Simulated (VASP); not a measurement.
Input of a VASP 6.6.1 run:

File INCAR:

```
ALGO     = Normal         # electronic algorithm
EDIFF    = 1E-6           # SCF threshold, eV
ENCUT    = 520            # plane-wave cutoff, eV
GGA      = PS             # functional
ISIF     = 2              # what is computed and relaxed
ISMEAR   = -1             # smearing method
LASPH    = T              # aspherical terms in the spheres
LCHARG   = F              # write CHGCAR
LREAL    = F              # projectors in reciprocal space
LWAVE    = F              # write WAVECAR
NBANDS   = 41             # bands
NELM     = 100            # most SCF steps
PREC     = Accurate       # precision mode
SIGMA    = 0.1            # smearing width, eV
```

KPOINTS

```
k-points
0
Gamma
  4 4 4
```

Contents of POSCAR:

```
Sr2Cd
1.0
    4.4588570000      0.0000000000      0.0000000000
    2.2294290000     -8.8460710000      0.0000000000
    0.0000000000      0.0000000000     -4.4212140000
Sr Cd
4 2
Direct
    0.4410000000      0.1180000000      0.7500000000
    0.5590000000      0.8820000000      0.2500000000
    0.7500000000      0.5000000000      0.7500000000
    0.2500000000      0.5000000000      0.2500000000
    0.1060000000      0.7880000000      0.7500000000
    0.8940000000      0.2120000000      0.2500000000
```

Potentials or basis: VASP PAW PBE potentials, release 64 (Sr_sv, Cd).

The run is started by

```sh
$ cat potpaw_PBE.64/Sr_sv/POTCAR potpaw_PBE.64/Cd/POTCAR > POTCAR
$ mpirun -np 1 vasp_std > vasp.out
```

(1) Estimate the pressure.

(2) Predict the band gap on the k mesh.

## Answers

(1) 7.2 GPa.

(2) zero (bands 32 and 33 overlap by 0.65 eV).

Caveat: the k points lie up to 0.36 Å⁻¹ apart, too coarse for converged energies and pressures of a metal; the PAW data sets were made with another functional, which shifts forces and pressure a little.
